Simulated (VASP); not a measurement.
# Mg3Se (Immm) in VASP: a series of runs

Mg3Se is run at these levels: PBE; tasks: single point, relaxation of cell and atoms.

All numbers are computed with VASP 6.6.1; they aren't measurements. Logs are shortened: lines on timing, memory, paths and dates and some standing lists are left out, and cuts for length are marked.

## (1) The cell of the first run

It takes space group Immm (No. 71, orthorhombic). The conventional cell has a = 4.095 Å, b = 6.215 Å, c = 6.608 Å, α = 90.00°, β = 90.00°, γ = 90.00°. Within 2.6 Å of Mg (site symmetry m2m) lie 1 Se at 1.93 Å and 3 Mg at 2.35 to 2.36 Å. Within 3.1 Å of Mg (site symmetry mmm) lie 4 Mg at 2.36 Å. Se (site symmetry mmm) has 2 Mg at 1.93 Å within 2.6 Å.

## (2) Single point, PBE

Contents of INCAR:

```
PREC     = Accurate       # precision mode
ENCUT    = 520            # plane-wave cutoff, eV
EDIFF    = 1E-7           # SCF threshold, eV
ISMEAR   = 0              # smearing method
SIGMA    = 0.1            # smearing width, eV
LREAL    = F              # projectors in reciprocal space
LASPH    = T              # aspherical terms in the spheres
NELM     = 80             # most SCF steps
ALGO     = Normal         # electronic algorithm
ISIF     = 2              # what is computed and relaxed
LWAVE    = F              # write WAVECAR
LCHARG   = F              # write CHGCAR
GGA      = PE             # functional
NBANDS   = 14             # bands
```

Contents of KPOINTS:

```
Automatic mesh
0
Gamma
  6 6 6
```

Contents of POSCAR:

```
Mg3Se
1.0
   -2.0475119400      3.1076553600      3.3041646800
    2.0475119400     -3.1076553600      3.3041646800
    2.0475119400      3.1076553600     -3.3041646800
Mg Se
3 1
Direct
    0.3110522100      0.5000000000      0.8110522100
    0.6889477900      0.5000000000      0.1889477900
    0.5000000000      0.0000000000      0.5000000000
    0.0000000000      0.5000000000      0.5000000000
```

Potentials or basis: VASP PAW PBE potentials, release 64 (Mg, Se).

On the command line:

```console
$ cat potpaw_PBE.64/Mg/POTCAR potpaw_PBE.64/Se/POTCAR > POTCAR
$ mpirun -np 1 vasp_std > vasp.out
```

OUTCAR:

```text
PREC = Accurate
   ENCUT = 520
   EDIFF = 1E-7
   ISMEAR = 0
   LREAL = F
   LASPH = T
   NELM = 80
   ISIF = 2
   GGA = PE

 ion  position               nearest neighbor table
   1  0.311  0.500  0.811-   4 1.93   2 2.35   3 2.36   3 2.36
   2  0.689  0.500  0.189-   4 1.93   1 2.35   3 2.36   3 2.36
   3  0.500  0.000  0.500-   2 2.36   1 2.36   2 2.36   1 2.36
   4  0.000  0.500  0.500-   1 1.93   2 1.93

  LATTYP: Found a body centered orthorhombic cell.
 ALAT       =     4.0950238800
 B/A-ratio  =     1.5177715447
 C/A-ratio  =     1.6137462329

  Lattice vectors:

 A1 = (  -2.0475119400,   3.1076553600,   3.3041646800)
 A2 = (   2.0475119400,  -3.1076553600,   3.3041646800)
 A3 = (   2.0475119400,   3.1076553600,  -3.3041646800)

Analysis of symmetry for initial positions (statically):
=====================================================================
 Subroutine PRICEL returns:
 Original cell was already a primitive cell.

 Routine SETGRP: Setting up the symmetry group for a
 body centered orthorhombic supercell.

 Subroutine GETGRP returns: Found  8 space group operations
 (whereof  8 operations were pure point group operations)
 out of a pool of  8 trial point group operations.

The static configuration has the point symmetry D_2h.

Analysis of symmetry for dynamics (positions and initial velocities):
=====================================================================
 Subroutine PRICEL returns:
 Original cell was already a primitive cell.

 Routine SETGRP: Setting up the symmetry group for a
 body centered orthorhombic supercell.

 Subroutine GETGRP returns: Found  8 space group operations
 (whereof  8 operations were pure point group operations)
 out of a pool of  8 trial point group operations.

The dynamic configuration has the point symmetry D_2h.

 Subroutine INISYM returns: Found  8 space group operations
 (whereof  8 operations are pure point group operations),
 and found     1 'primitive' translations

----------------------------------------------------------------------------------------

                                     Primitive cell

  volume of cell :      84.0971

  direct lattice vectors                    reciprocal lattice vectors
    -2.047511940  3.107655360  3.304164680     0.000000000  0.160893002  0.151324177
     2.047511940 -3.107655360  3.304164680     0.244198820  0.000000000  0.151324177
     2.047511940  3.107655360 -3.304164680     0.244198820  0.160893002  0.000000000

  length of vectors
     4.976678733  4.976678733  4.976678733     0.220874545  0.287283954  0.292437381

  position of ions in fractional coordinates (direct lattice)
     0.311052210  0.500000000  0.811052210
     0.688947790  0.500000000  0.188947790
     0.500000000  0.000000000  0.500000000
     0.000000000  0.500000000  0.500000000

  ion indices of the primitive-cell ions
   primitive index   ion index
                 1           1
                 2           2
                 3           3
                 4           4

----------------------------------------------------------------------------------------

 KPOINTS: Automatic mesh

Automatic generation of k-mesh.
 Grid dimensions read from file:
 generate k-points for:    6    6    6

 Generating k-lattice:

  Cartesian coordinates                     Fractional coordinates (reciprocal lattice)
     0.000000000  0.026815500  0.025220696     0.166666667  0.000000000  0.000000000
     0.040699803  0.000000000  0.025220696     0.000000000  0.166666667  0.000000000
     0.040699803  0.026815500  0.000000000     0.000000000  0.000000000  0.166666667

  Length of vectors
     0.036812424  0.047880659  0.048739564

  Shift w.r.t. Gamma in fractional coordinates (k-lattice)
     0.000000000  0.000000000  0.000000000

 Subroutine IBZKPT returns following result:
 ===========================================

 Found     46 irreducible k-points:

 Following reciprocal coordinates:
            Coordinates               Weight
  0.000000  0.000000  0.000000      1.000000
  0.166667  0.000000 -0.000000      4.000000
  0.333333  0.000000 -0.000000      4.000000
  0.500000  0.000000 -0.000000      2.000000
  0.000000  0.166667 -0.000000      4.000000
  0.166667  0.166667 -0.000000      8.000000
[... 16 lines left out ...]
 -0.166667  0.166667  0.166667      2.000000
  0.166667  0.333333  0.166667      4.000000
 [... further k-points ...]
   k-points           NKPTS =     46   k-points in BZ     NKDIM =     46   number of bands    NBANDS=     14
   number of dos      NEDOS =    301   number of ions     NIONS =      4
   total plane-waves  NPLWV =  64000
   dimension x,y,z NGX =    40 NGY =   40 NGZ =   40
   dimension x,y,z NGXF=    80 NGYF=   80 NGZF=   80
   ions per type =               3   1
   NGX,Y,Z   is equivalent  to a cutoff of  13.36, 13.36, 13.36 a.u.
   NGXF,Y,Z  is equivalent  to a cutoff of  26.72, 26.72, 26.72 a.u.
 SYSTEM =  unknown system
   PREC   = accura    normal or accurate (medium, high low for compatibility)
   ISTART =      0    job   : 0-new  1-cont  2-samecut
   ICHARG =      2    charge: 1-file 2-atom 10-const
   ISPIN  =      1    spin polarized calculation?
   LNONCOLLINEAR =      F non collinear calculations
   LSORBIT =      F    spin-orbit coupling
   LASPH  =      T    aspherical Exc in radial PAW
   ENCUT  =  520.0 eV  38.22 Ry    6.18 a.u.   9.25  9.25  9.25*2*pi/ulx,y,z
   NELM   =     80;   NELMIN=  2; NELMDL= -5     # of ELM steps
   EDIFF  = 0.1E-06   stopping-criterion for ELM
   LREAL  =      F    real-space projection
   EDIFFG = 0.1E-05   stopping-criterion for IOM
   NSW    =      0    number of steps for IOM
   IBRION =     -1    ionic relax: 0-MD 1-quasi-New 2-CG
   NFREE  =      0    steps in history (QN), initial steepest desc. (CG)
   ISIF   =      2    stress and relaxation
   ISYM   =      2    0-nonsym 1-usesym 2-fastsym
   POTIM  = 0.5000    time-step for ionic-motion
   TEBEG  =    0.0;   TEEND  =   0.0 temperature during run
   PSTRESS=    0.0 pullay stress
   NELECT =      12.0000    total number of electrons
   NUPDOWN=      -1.0000    fix difference up-down
   EMIN   =  10.00;   EMAX   =-10.00  energy-range for DOS
   EFERMI =   0.00;   METHOD = LEGACY
   ISMEAR =     0;   SIGMA  =   0.10  broadening in eV -4-tet -1-fermi 0-gaus
   EFERMI_NEDOS =   21; number of points for ismear=-14 and -15
   IALGO  =     38    algorithm
   IMIX   =      4    mixing-type and parameters
     AMIX     =   0.40;   BMIX     =  1.00
     AMIX_MAG =   1.60;   BMIX_MAG =  1.00
  volume/ion in A,a.u.               =      21.02       141.88
  Fermi-wavevector in a.u.,A,eV,Ry     =   0.855477  1.616617  9.957296  0.731841
  Thomas-Fermi vector in A             =   1.972232
   LORBIT       =      0    0 simple, 1 ext, 2 COOP (PROOUT), +10 PAW based schemes
   GGA     = PE    functional components
   LHFCALC =     F    Hartree Fock is set to
   AEXX    =    0.0000 exact exchange contribution
   IVDW    =     0    specifies the selected vdW correction
   LEPSILON=     F    determine dielectric tensor
   LRPA    =     F    only Hartree local field effects (RPA)
 non-spin polarized calculation
 Gauss-broadening in eV      SIGMA  =   0.10
  energy-cutoff  :      520.00
  volume of cell :       84.10
 maximum number of plane-waves:      2281
 NGX is ok and might be reduce to    40
   NGX = 19   NGY = 19   NGZ = 19

 number of electron      11.9999999 magnetization

 Free energy of the ion-electron system (eV)
  ---------------------------------------------------
  ext. energy  EPLUGINS =         0.00000000
  ---------------------------------------------------
  free energy    TOTEN  =        -0.31972590 eV

  energy without entropy =       -0.31043700  energy(sigma->0) =       -0.31508145

 E-fermi :   3.8809     XC(G=0):  -8.7783

 val. band max:        3.8730753015   @ k =   0.3333   0.1667  -0.0000
 cond. band min:       3.9401358218   @ k =  -0.1667  -0.1667   0.1667
 fundamental gap:      0.0670605202
 Fermi energy:         3.8808532855

 k-point     1 :       0.0000    0.0000    0.0000
  band No.  band energies     occupation
      1     -10.5530      2.00000
      2      -1.7178      2.00000
      3      -1.2013      2.00000
      4       0.0900      2.00000
      5       1.2955      2.00000
      6       4.1828      0.00002
      7       5.6586      0.00000
      8       5.6918      0.00000
      9       5.8775      0.00000
     10       6.4048      0.00000
     11       7.5227      0.00000
     12       8.3309      0.00000
     13       9.4084      0.00000
     14       9.8229      0.00000

 k-point     2 :       0.1667    0.0000   -0.0000
  band No.  band energies     occupation
      1     -10.5198      2.00000
      2      -2.3428      2.00000
      3      -0.7279      2.00000
      4       0.2692      2.00000
      5       1.2437      2.00000
      6       3.9925      0.11447
      7       5.4029      0.00000
      8       5.4458      0.00000
      9       5.4818      0.00000
     10       7.2442      0.00000
     11       8.0413      0.00000
     12       8.7639      0.00000
     13       9.1731      0.00000
     14       9.8021      0.00000

 k-point     3 :       0.3333    0.0000   -0.0000
  band No.  band energies     occupation
      1     -10.4511      2.00000
      2      -3.0000      2.00000
      3      -0.4064      2.00000
      4       0.8515      2.00000
      5       1.1460      2.00000
      6       2.9321      2.00000
      7       4.9894      0.00000
      8       5.0605      0.00000
      9       6.5786      0.00000
     10       7.4168      0.00000
     11       8.8169      0.00000
     12       9.1797      0.00000
     13       9.9280      0.00000
     14      10.7467      0.00000
[... 324 lines left out ...]
 k-point    23 :      -0.1667    0.1667    0.1667
  band No.  band energies     occupation
      1     -10.3726      2.00000
      2      -1.5332      2.00000
      3      -1.1119      2.00000
      4       0.0336      2.00000
      5       0.8399      2.00000
      6       2.6411      2.00000
      7       4.0429      0.02190
      8       4.9041      0.00000
      9       5.0877      0.00000
     10       7.5718      0.00000
     11       8.4308      0.00000
     12       8.7673      0.00000
     13      10.7070      0.00000
     14      12.8714      0.00000

 k-point    24 :       0.1667    0.3333    0.1667
  band No.  band energies     occupation
      1     -10.2527      2.00000
      2      -1.8349      2.00000
      3      -1.3325      2.00000
      4      -0.4699      2.00000
      5       1.2305      2.00000
      6       2.2732      2.00000
      7       4.7453      0.00000
      8       4.9573      0.00000
      9       6.0482      0.00000
     10       7.1257      0.00000
     11       8.2342      0.00000
     12       9.0178      0.00000
     13      10.2052      0.00000
     14      12.3097      0.00000

 [... further k-points ...]
[... 5 lines left out ...]
  --------------------------------------------------------------------------------------
  -------------------------------------------------------------------------------------
  Total       20.0714905     53.4656245     -1.0038014      0.0000000      0.0000000      0.0000000
  in kB      382.3923883   1018.6013755    -19.1239416      0.0000000      0.0000000      0.0000000
  external PRESSURE =     460.6232740 kB  Pullay stress =       0.0000000 kB

 VOLUME and BASIS-vectors are now :
 -----------------------------------------------------------------------------
  energy-cutoff  :      520.00
  volume of cell :       84.10
      direct lattice vectors                 reciprocal lattice vectors
    -2.047511940  3.107655360  3.304164680     0.000000000  0.160893002  0.151324177
     2.047511940 -3.107655360  3.304164680     0.244198820  0.000000000  0.151324177
     2.047511940  3.107655360 -3.304164680     0.244198820  0.160893002  0.000000000

 POSITION                                       TOTAL-FORCE (eV/Angst)
 -----------------------------------------------------------------------------------
      2.04751      1.93329      0.00000         0.000000      5.230547      0.000000
     -0.00000      1.17437      3.30416         0.000000     -5.230547      0.000000
      0.00000      3.10766      0.00000         0.000000      0.000000      0.000000
      2.04751      0.00000      0.00000        -0.000000     -0.000000      0.000000
 -----------------------------------------------------------------------------------
    total drift:                                0.000000      0.000000      0.000000

  FREE ENERGIE OF THE ION-ELECTRON SYSTEM (eV)
  ---------------------------------------------------
  free  energy   TOTEN  =        -0.3197258997 eV

  energy  without entropy=       -0.3104370032  energy(sigma->0) =       -0.31508145
```

Wall time 27 s (1 thread of Intel Xeon 6975P-C (Granite Rapids), shared host); peak memory 0.26 GiB.

Results:

```
Free energy            : -0.3197 eV
Pressure               : 46.1 GPa
Largest force          : 5.231 eV/Å
Band gap on the k mesh : zero (band 6 reaches 4.89 eV, above the bottom of band 7 at 3.29 eV)
```

Forces on the atoms (eV/Å):
```
Mg   0.000  5.231  0.000
Mg   0.000 -5.231  0.000
Mg   0.000  0.000  0.000
Se   0.000  0.000  0.000
```

Stress tensor (GPa, compression positive):
```
 38.24   0.00   0.00
  0.00 101.86   0.00
  0.00   0.00  -1.91
```

Caveat: forces of over 1 eV/Å act on the atoms, so gaps and moduli don't describe the material at rest.

## (3) Single point, PBE

This run uses another cell than the first one, of 26.16 Å³/atom, 1.244 times its volume.

Contents of INCAR:

```
PREC     = Accurate       # precision mode
ENCUT    = 520            # plane-wave cutoff, eV
EDIFF    = 1E-6           # SCF threshold, eV
ISMEAR   = 0              # smearing method
SIGMA    = 0.1            # smearing width, eV
LREAL    = False          # projectors in reciprocal space
LASPH    = True           # aspherical terms in the spheres
NELM     = 80             # most SCF steps
ALGO     = Normal         # electronic algorithm
ISIF     = 2              # what is computed and relaxed
LWAVE    = False          # write WAVECAR
LCHARG   = True           # write CHGCAR
GGA      = PE             # functional
LELF     = True           # ELF
LVHAR    = True         
NBANDS   = 14             # bands
```

Contents of KPOINTS:

```
regular mesh
0
Gamma
  6 6 6
```

Contents of POSCAR:

```
Mg3Se
1.0
   -1.8463365540      5.4617848199      2.5938474910
    1.8463365540     -5.4617848199      2.5938474910
    1.8463365540      5.4617848199     -2.5938474910
Mg Se
3 1
Direct
    0.2337908021      0.5000000000      0.7337908021
    0.7662091979      0.5000000000      0.2662091979
    0.5000000000      0.0000000000      0.5000000000
    0.0000000000      0.5000000000      0.5000000000
```

Potentials or basis: VASP PAW PBE potentials, release 64 (Mg, Se).

On the command line:

```console
$ cat potpaw_PBE.64/Mg/POTCAR potpaw_PBE.64/Se/POTCAR > POTCAR
$ mpirun -np 1 vasp_std > vasp.out
```

OUTCAR:

```text
PREC = Accurate
   ENCUT = 520
   EDIFF = 1E-6
   ISMEAR = 0
   LREAL = False
   LASPH = True
   NELM = 80
   ISIF = 2
   GGA = PE

 ion  position               nearest neighbor table
   1  0.234  0.500  0.734-   4 2.55   2 3.20   2 3.20   2 3.20   2 3.20   3 3.44   3 3.44   3 3.64
                             3 3.64
   2  0.766  0.500  0.266-   4 2.55   1 3.20   1 3.20   1 3.20   1 3.20   3 3.44   3 3.44   3 3.64
                             3 3.64
   3  0.500  0.000  0.500-   4 2.59   4 2.59   2 3.44   2 3.44   1 3.44   1 3.44   2 3.64   1 3.64
                             2 3.64   1 3.64
   4  0.000  0.500  0.500-   1 2.55   2 2.55   3 2.59   3 2.59

  LATTYP: Found a body centered orthorhombic cell.
 ALAT       =     3.6926731080
 B/A-ratio  =     1.4048616897
 C/A-ratio  =     2.9581740166

  Lattice vectors:

 A1 = (  -1.8463365540,   5.4617848199,  -2.5938474910)
 A2 = (   1.8463365540,   5.4617848199,   2.5938474910)
 A3 = (   1.8463365540,  -5.4617848199,  -2.5938474910)

Analysis of symmetry for initial positions (statically):
=====================================================================
 Subroutine PRICEL returns:
[... 187 lines left out ...]
      4      -1.4497      2.00000
      5       1.7372      2.00000
      6       1.9566      1.99937
      7       2.3947      0.00549
      8       2.4180      0.00189
      9       6.9184      0.00000
     10       7.2736      0.00000
     11       8.0637      0.00000
     12       9.2899      0.00000
     13       9.8630      0.00000
     14      10.3685      0.00000
[... 377 lines left out ...]
      1     -10.2962      2.00000
      2      -1.9759      2.00000
      3      -1.4426      2.00000
      4      -1.1141      2.00000
      5       1.2442      2.00000
      6       1.5459      2.00000
      7       2.2351      0.60273
      8       2.2408      0.54867
      9       4.9523      0.00000
     10       5.6535      0.00000
     11       6.5600      0.00000
     12       6.9465      0.00000
     13       8.6008      0.00000
     14       9.2514      0.00000

 [... further k-points ...]
[... 5 lines left out ...]
  --------------------------------------------------------------------------------------
  -------------------------------------------------------------------------------------
  Total       -0.0534294      0.0379172     -0.0320235      0.0000000      0.0000000     -0.0000000
  in kB       -0.8181656      0.5806264     -0.4903763      0.0000000      0.0000000     -0.0000000
  external PRESSURE =      -0.2426385 kB  Pullay stress =       0.0000000 kB

 VOLUME and BASIS-vectors are now :
 -----------------------------------------------------------------------------
  energy-cutoff  :      520.00
  volume of cell :      104.63
      direct lattice vectors                 reciprocal lattice vectors
    -1.846336554  5.461784820  2.593847491     0.000000000  0.091545166  0.192763839
     1.846336554 -5.461784820  2.593847491     0.270806532  0.000000000  0.192763839
     1.846336554  5.461784820 -2.593847491     0.270806532  0.091545166  0.000000000

 POSITION                                       TOTAL-FORCE (eV/Angst)
 -----------------------------------------------------------------------------------
      1.84634      2.55383      0.00000         0.000000      0.007232      0.000000
     -0.00000      2.90795      2.59385         0.000000     -0.007232     -0.000000
      0.00000      5.46178      0.00000        -0.000000      0.000000      0.000000
      1.84634      0.00000      0.00000         0.000000      0.000000     -0.000000
 -----------------------------------------------------------------------------------
    total drift:                                0.000000     -0.000000      0.000000

  FREE ENERGIE OF THE ION-ELECTRON SYSTEM (eV)
  ---------------------------------------------------
  free  energy   TOTEN  =        -8.8465931137 eV

  energy  without entropy=       -8.8423362921  energy(sigma->0) =       -8.84446470
```

It took 54 s on 1 thread of Intel Xeon 6975P-C (Granite Rapids), shared host; peak memory 0.34 GiB.

What came out:

```
Free energy            : -8.8466 eV
Pressure               : 0.0 GPa
Largest force          : 0.007 eV/Å
Band gap on the k mesh : zero (band 6 reaches 2.45 eV, above the bottom of band 7 at 1.95 eV)
```

Forces in eV/Å, atoms in the order of the input:
```
Mg   0.000  0.007  0.000
Mg   0.000 -0.007  0.000
Mg   0.000  0.000  0.000
Se   0.000  0.000  0.000
```

[end of part 1 of 2]
